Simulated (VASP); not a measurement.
# H (P6_3/mmc) in VASP: further runs

H is run at these levels: PBE; tasks: single point.

Program: VASP 6.6.1. These are calculated values, not measurements. Logs are shortened: lines on timing, memory, paths and dates and some standing lists are left out, and cuts for length are marked.

**1. The cell of the first run**

It takes space group P6_3/mmc (No. 194, hexagonal). The conventional cell has a = 5.566 Å, b = 5.566 Å, c = 4.281 Å, α = 90.00°, β = 90.00°, γ = 120.00°. Within 5.1 Å of H (site symmetry -6m2) lie 8 H at 3.86 to 4.28 Å.

**2. Single point, PBE, collinear spin**

INCAR

```
SYSTEM = H
PREC     = Accurate       ! precision mode
ENCUT    = 520            ! plane-wave cutoff, eV
EDIFF    = 1E-6           ! SCF threshold, eV
ISMEAR   = 0              ! smearing method
SIGMA    = 0.05           ! smearing width, eV
LREAL    = .FALSE.        ! projectors in reciprocal space
LASPH    = .TRUE.         ! aspherical terms in the spheres
NELM     = 150            ! most SCF steps
ALGO     = Normal         ! electronic algorithm
ISIF     = 2              ! what is computed and relaxed
LWAVE    = .FALSE.        ! write WAVECAR
LCHARG   = .TRUE.         ! write CHGCAR
ISPIN    = 2              ! spin polarisation
MAGMOM   = 1.05 1.05      ! initial moments
LORBIT   = 11             ! projections on sites
GGA      = PE             ! functional
LELF     = .TRUE.         ! ELF
LVHAR    = .TRUE.       
NBANDS   = 12             ! bands
```

KPOINTS

```
Automatic mesh
0
G
  6 6 6
  0 0 0
```

POSCAR

```
H
1.0
    5.5656000000      0.0000000000      0.0000000000
   -2.7828000000      4.8199509873      0.0000000000
    0.0000000000      0.0000000000      4.2805878382
H
2
Direct
    0.3333333333      0.6666666667      0.2500000000
    0.6666666667      0.3333333333      0.7500000000
```

Potentials or basis: VASP PAW PBE potentials, release 64 (H).

On the command line:

```bash
cat potpaw_PBE.64/H/POTCAR > POTCAR
mpirun -np 1 vasp_std > vasp.out
```

OUTCAR:

```text
SYSTEM = H
   PREC = Accurate
   ENCUT = 520
   EDIFF = 1E-6
   ISMEAR = 0
   LREAL = .FALSE.
   LASPH = .TRUE.
   NELM = 150
   ISIF = 2
   ISPIN = 2
   LORBIT = 11
   GGA = PE

 ion  position               nearest neighbor table
   1  0.333  0.667  0.250-
   2  0.667  0.333  0.750-

  LATTYP: Found a hexagonal cell.
 ALAT       =     5.5656000000
 C/A-ratio  =     0.7691152505

  Lattice vectors:

 A1 = (   5.5656000000,   0.0000000000,   0.0000000000)
 A2 = (  -2.7828000000,   4.8199509873,   0.0000000000)
 A3 = (   0.0000000000,   0.0000000000,   4.2805878382)

Analysis of symmetry for initial positions (statically):
=====================================================================
 Subroutine PRICEL returns:
 Original cell was already a primitive cell.

 Routine SETGRP: Setting up the symmetry group for a
 hexagonal supercell.

 Subroutine GETGRP returns: Found 24 space group operations
 (whereof 12 operations were pure point group operations)
 out of a pool of 24 trial point group operations.

The static configuration has the point symmetry D_3d.
 The point group associated with its full space group is D_6h.

Analysis of symmetry for dynamics (positions and initial velocities):
=====================================================================
 Subroutine PRICEL returns:
 Original cell was already a primitive cell.

 Routine SETGRP: Setting up the symmetry group for a
 hexagonal supercell.

 Subroutine GETGRP returns: Found 24 space group operations
 (whereof 12 operations were pure point group operations)
 out of a pool of 24 trial point group operations.

The dynamic configuration has the point symmetry D_3d.
 The point group associated with its full space group is D_6h.

Analysis of structural, dynamic, and magnetic symmetry:
=====================================================================
 Subroutine PRICEL returns:
 Original cell was already a primitive cell.

 Routine SETGRP: Setting up the symmetry group for a
 hexagonal supercell.

 Subroutine GETGRP returns: Found 24 space group operations
 (whereof 12 operations were pure point group operations)
 out of a pool of 24 trial point group operations.

The overall configuration has the point symmetry D_3d.
 The point group associated with its full space group is D_6h.

 Subroutine INISYM returns: Found 24 space group operations
 (whereof 12 operations are pure point group operations),
 and found     1 'primitive' translations

----------------------------------------------------------------------------------------

                                     Primitive cell

  volume of cell :     114.8307

  direct lattice vectors                    reciprocal lattice vectors
     5.565600000  0.000000000  0.000000000     0.179675147  0.103735495  0.000000000
    -2.782800000  4.819950987  0.000000000     0.000000000  0.207470989  0.000000000
     0.000000000  0.000000000  4.280587838     0.000000000  0.000000000  0.233612774

  length of vectors
     5.565600000  5.565600000  4.280587838     0.207470989  0.207470989  0.233612774

  position of ions in fractional coordinates (direct lattice)
     0.333333333  0.666666667  0.250000000
     0.666666667  0.333333333  0.750000000

  ion indices of the primitive-cell ions
   primitive index   ion index
                 1           1
                 2           2

----------------------------------------------------------------------------------------

 KPOINTS: Automatic mesh

Automatic generation of k-mesh.
 Grid dimensions read from file:
 generate k-points for:    6    6    6

 Generating k-lattice:

  Cartesian coordinates                     Fractional coordinates (reciprocal lattice)
     0.029945858  0.017289249  0.000000000     0.166666667 -0.000000000  0.000000000
     0.000000000  0.034578498  0.000000000     0.000000000  0.166666667  0.000000000
     0.000000000  0.000000000  0.038935462     0.000000000  0.000000000  0.166666667

  Length of vectors
     0.034578498  0.034578498  0.038935462

  Shift w.r.t. Gamma in fractional coordinates (k-lattice)
     0.000000000  0.000000000  0.000000000

 Subroutine IBZKPT returns following result:
 ===========================================

 Found     28 irreducible k-points:

 Following reciprocal coordinates:
            Coordinates               Weight
  0.000000  0.000000  0.000000      1.000000
  0.166667  0.000000  0.000000      6.000000
  0.333333  0.000000  0.000000      6.000000
  0.500000  0.000000  0.000000      3.000000
  0.166667  0.166667  0.000000      6.000000
  0.333333  0.166667  0.000000     12.000000
[... 16 lines left out ...]
  0.166667  0.000000  0.500000      6.000000
  0.333333  0.000000  0.500000      6.000000
 [... further k-points ...]
   k-points           NKPTS =     28   k-points in BZ     NKDIM =     28   number of bands    NBANDS=     12
   number of dos      NEDOS =    301   number of ions     NIONS =      2
   total plane-waves  NPLWV =  56448
   dimension x,y,z NGX =    42 NGY =   42 NGZ =   32
   dimension x,y,z NGXF=    84 NGYF=   84 NGZF=   64
   ions per type =               2
   NGX,Y,Z   is equivalent  to a cutoff of  12.55, 12.55, 12.43 a.u.
   NGXF,Y,Z  is equivalent  to a cutoff of  25.09, 25.09, 24.86 a.u.
 SYSTEM =  H
   PREC   = accura    normal or accurate (medium, high low for compatibility)
   ISTART =      0    job   : 0-new  1-cont  2-samecut
   ICHARG =      2    charge: 1-file 2-atom 10-const
   ISPIN  =      2    spin polarized calculation?
   LNONCOLLINEAR =      F non collinear calculations
   LSORBIT =      F    spin-orbit coupling
   LASPH  =      T    aspherical Exc in radial PAW
   ENCUT  =  520.0 eV  38.22 Ry    6.18 a.u.  10.35 10.35  7.96*2*pi/ulx,y,z
   NELM   =    150;   NELMIN=  2; NELMDL= -5     # of ELM steps
   EDIFF  = 0.1E-05   stopping-criterion for ELM
   LREAL  =      F    real-space projection
   EDIFFG = 0.1E-04   stopping-criterion for IOM
   NSW    =      0    number of steps for IOM
   IBRION =     -1    ionic relax: 0-MD 1-quasi-New 2-CG
   NFREE  =      0    steps in history (QN), initial steepest desc. (CG)
   ISIF   =      2    stress and relaxation
   ISYM   =      2    0-nonsym 1-usesym 2-fastsym
   POTIM  = 0.5000    time-step for ionic-motion
   TEBEG  =    0.0;   TEEND  =   0.0 temperature during run
   PSTRESS=    0.0 pullay stress
   NELECT =       2.0000    total number of electrons
   NUPDOWN=      -1.0000    fix difference up-down
   EMIN   =  10.00;   EMAX   =-10.00  energy-range for DOS
   EFERMI =   0.00;   METHOD = LEGACY
   ISMEAR =     0;   SIGMA  =   0.05  broadening in eV -4-tet -1-fermi 0-gaus
   EFERMI_NEDOS =   21; number of points for ismear=-14 and -15
   IALGO  =     38    algorithm
   IMIX   =      4    mixing-type and parameters
     AMIX     =   0.40;   BMIX     =  1.00
     AMIX_MAG =   1.60;   BMIX_MAG =  1.00
  volume/ion in A,a.u.               =      57.42       387.46
  Fermi-wavevector in a.u.,A,eV,Ry     =   0.424358  0.801920  2.450131  0.180080
  Thomas-Fermi vector in A             =   1.389057
   LORBIT       =     11    0 simple, 1 ext, 2 COOP (PROOUT), +10 PAW based schemes
   GGA     = PE    functional components
   LHFCALC =     F    Hartree Fock is set to
   AEXX    =    0.0000 exact exchange contribution
   IVDW    =     0    specifies the selected vdW correction
   LEPSILON=     F    determine dielectric tensor
   LRPA    =     F    only Hartree local field effects (RPA)
 spin polarized calculation
 Gauss-broadening in eV      SIGMA  =   0.05
  energy-cutoff  :      520.00
  volume of cell :      114.83
 maximum number of plane-waves:      3118
 NGX is ok and might be reduce to    42
   NGX = 21   NGY = 21   NGZ = 15

 number of electron       1.9999999 magnetization       1.9999999

 Free energy of the ion-electron system (eV)
  ---------------------------------------------------
  ext. energy  EPLUGINS =         0.00000000
  ---------------------------------------------------
  free energy    TOTEN  =        -2.23922469 eV

  energy without entropy =       -2.23922469  energy(sigma->0) =       -2.23922469

 E-fermi :  -6.5795     XC(G=0):   0.3573

 val. band max:       -6.7795336428   @ k =   0.0000   0.0000   0.0000
 cond. band min:       0.0012874715   @ k =   0.3333   0.3333   0.0000
 fundamental gap:      6.7808211143
 Fermi energy:        -6.5795027330

 spin component 1

 k-point     1 :       0.0000    0.0000    0.0000
  band No.  band energies     occupation
      1      -7.7036      1.00000
      2      -6.7795      1.00000
      3       0.9475      0.00000
      4       2.9483      0.00000
      5       2.9483      0.00000
      6       3.9017      0.00000
      7       3.9017      0.00000
      8       4.5898      0.00000
      9       5.5210      0.00000
     10       6.5485      0.00000
     11       8.8180      0.00000
     12      10.5943      0.00000

 k-point     2 :       0.1667    0.0000    0.0000
  band No.  band energies     occupation
      1      -7.6461      1.00000
      2      -6.8318      1.00000
      3       0.7622      0.00000
      4       2.4443      0.00000
      5       2.4861      0.00000
      6       4.4803      0.00000
      7       4.7389      0.00000
      8       4.7484      0.00000
      9       5.9528      0.00000
     10       6.8001      0.00000
     11       8.2617      0.00000
     12       9.7721      0.00000
[... 316 lines left out ...]
 k-point    24 :       0.3333    0.0000    0.5000
  band No.  band energies     occupation
      1      -7.0765      1.00000
      2      -7.0765      1.00000
      3       0.9891      0.00000
      4       0.9891      0.00000
      5       3.4331      0.00000
      6       3.4331      0.00000
      7       3.9298      0.00000
      8       3.9298      0.00000
      9       6.4674      0.00000
     10       6.4674      0.00000
     11       8.5553      0.00000
     12       8.5553      0.00000

 [... further k-points ...]

 spin component 2

 k-point     1 :       0.0000    0.0000    0.0000
  band No.  band energies     occupation
      1       2.6573      0.00000
      2       8.2373      0.00000
      3       8.2375      0.00000
      4       9.5341      0.00000
      5      10.1852      0.00000
      6      10.1853      0.00000
      7      10.1956      0.00000
      8      10.8094      0.00000
      9      12.8989      0.00000
     10      16.3786      0.00000
     11      16.5476      0.00000
     12      16.5530      0.00000

 k-point     2 :       0.1667    0.0000    0.0000
  band No.  band energies     occupation
      1       2.7918      0.00000
      2       7.1910      0.00000
      3       7.9337      0.00000
      4       9.4153      0.00000
      5      10.5385      0.00000
      6      10.8349      0.00000
      7      10.9467      0.00000
      8      11.1611      0.00000
      9      13.4631      0.00000
     10      15.3441      0.00000
     11      15.8703      0.00000
     12      16.2046      0.00000
[... 316 lines left out ...]
 k-point    24 :       0.3333    0.0000    0.5000
  band No.  band energies     occupation
      1       5.1712      0.00000
      2       5.1712      0.00000
      3       7.9011      0.00000
      4       7.9011      0.00000
      5       9.5774      0.00000
      6       9.5774      0.00000
      7      11.3296      0.00000
      8      11.3296      0.00000
      9      14.3603      0.00000
     10      14.3603      0.00000
     11      14.7467      0.00000
     12      14.7467      0.00000

 [... further k-points ...]

------------------------ aborting loop because EDIFF is reached ----------------------------------------

  FORCE on cell =-STRESS in cart. coord.  units (eV):
  Direction    XX          YY          ZZ          XY          YZ          ZX
  --------------------------------------------------------------------------------------
  -------------------------------------------------------------------------------------
  Total        0.0044518      0.0044518      0.0110968      0.0000000      0.0000000      0.0000000
  in kB        0.0621137      0.0621137      0.1548281      0.0000000      0.0000000      0.0000000
  external PRESSURE =       0.0930185 kB  Pullay stress =       0.0000000 kB

 VOLUME and BASIS-vectors are now :
 -----------------------------------------------------------------------------
  energy-cutoff  :      520.00
  volume of cell :      114.83
      direct lattice vectors                 reciprocal lattice vectors
     5.565600000  0.000000000  0.000000000     0.179675147  0.103735495  0.000000000
    -2.782800000  4.819950987  0.000000000     0.000000000  0.207470989  0.000000000
     0.000000000  0.000000000  4.280587838     0.000000000  0.000000000  0.233612774

 POSITION                                       TOTAL-FORCE (eV/Angst)
 -----------------------------------------------------------------------------------
     -0.00000      3.21330      1.07015        -0.000000      0.000000      0.000000
      2.78280      1.60665      3.21044         0.000000     -0.000000      0.000000
 -----------------------------------------------------------------------------------
    total drift:                                0.000000     -0.000000      0.000000

  FREE ENERGIE OF THE ION-ELECTRON SYSTEM (eV)
  ---------------------------------------------------
  free  energy   TOTEN  =        -2.2392246877 eV

  energy  without entropy=       -2.2392246877  energy(sigma->0) =       -2.23922469

 total charge

# of ion       s       p       d       tot
------------------------------------------
    1        0.380   0.000   0.000   0.380
    2        0.380   0.000   0.000   0.380
--------------------------------------------------
tot          0.760   0.000   0.000   0.761

 magnetization (x)

# of ion       s       p       d       tot
------------------------------------------
    1        0.380   0.000   0.000   0.380
    2        0.380   0.000   0.000   0.380
--------------------------------------------------
tot          0.760   0.000   0.000   0.761
```

Wall time 42 s (1 thread of Intel Xeon 6975P-C (Granite Rapids), shared host); peak memory 0.27 GiB.

What came out:

| Quantity | Value |
| --- | --- |
| Free energy | -2.2392 eV |
| Pressure | 0.0 GPa |
| Band gap on the k mesh | 6.78 eV (least direct gap 7.21 eV) |
| Net moment | 2.00 μB per cell |
| Site moments | H +0.38 μB |
| Valence electrons inside the program's atomic spheres | H 0.38 |

Caveat: the atoms stand far beyond bonding distance. A k mesh can miss the band edges.

**3. Single point, PBE, collinear spin**

This run uses another cell than the first one, of 57.18 Å³/atom.

INCAR

```
PREC     = Accurate       # precision mode
ENCUT    = 520            # plane-wave cutoff, eV
EDIFF    = 1E-6           # SCF threshold, eV
ISMEAR   = 0              # smearing method
SIGMA    = 0.05           # smearing width, eV
LREAL    = F              # projectors in reciprocal space
LASPH    = T              # aspherical terms in the spheres
NELM     = 150            # most SCF steps
ALGO     = Normal         # electronic algorithm
ISIF     = 2              # what is computed and relaxed
LWAVE    = F              # write WAVECAR
LCHARG   = F              # write CHGCAR
ISPIN    = 2              # spin polarisation
MAGMOM   = 1.05 1.05      # initial moments
LORBIT   = 11             # projections on sites
GGA      = PE             # functional
NBANDS   = 12             # bands
```

KPOINTS

```
Automatic mesh
0
Gamma
  6 6 6
```

POSCAR

```
H
1.0
    5.6985316262      0.0000000000      0.0000000000
   -2.8492658131      4.9350731526      0.0000000000
    0.0000000000      0.0000000000      4.0666000000
H
2
Direct
    0.3333333333      0.6666666667      0.2500000000
    0.6666666667      0.3333333333      0.7500000000
```

Potentials or basis: VASP PAW PBE potentials, release 64 (H).

On the command line:

```bash
cat potpaw_PBE.64/H/POTCAR > POTCAR
mpirun -np 1 vasp_std > vasp.out
```

It took 37 s on 1 thread of Intel Xeon 6975P-C (Granite Rapids), shared host; peak memory 0.26 GiB.

It converged, with:

```yaml
Free_energy: -2.2387 eV
Pressure: 0.0 GPa
Band_gap_on_the_k_mesh: 6.74 eV (least direct gap 7.18 eV)
Net_moment: 2.00 μB per cell
Site_moments: H +0.38 μB
Valence_electrons_inside_the_program's_atomic_spheres: H 0.38
```

Levels at points of the mesh, in eV from the valence-band top:
Spin up:
```tsv
k point	band 1	band 2	band 3	band 4	band 5	band 6	band 7
(0.00, 0.00, 0.00)	-0.91	0.00	7.74	9.52	9.52	10.46	10.46
(0.50, 0.00, 0.00)	-0.59	-0.30	6.94	8.42	9.09	11.50	13.16
(0.00, 0.00, 0.50)	-0.26	-0.26	8.03	8.03	11.49	11.49	11.49
(0.50, 0.00, 0.50)	-0.22	-0.22	7.87	7.87	9.97	9.97	10.62
```
Spin down:
```
           k point  band 1  band 2  band 3
(0.00, 0.00, 0.00)    9.42   14.70   14.70
(0.50, 0.00, 0.00)   10.07   12.18   13.94
(0.00, 0.00, 0.50)   11.67   11.67   16.94
(0.50, 0.00, 0.50)   12.33   12.33   14.34
```

Caveat: the atoms stand far beyond bonding distance. A k mesh can miss the band edges.
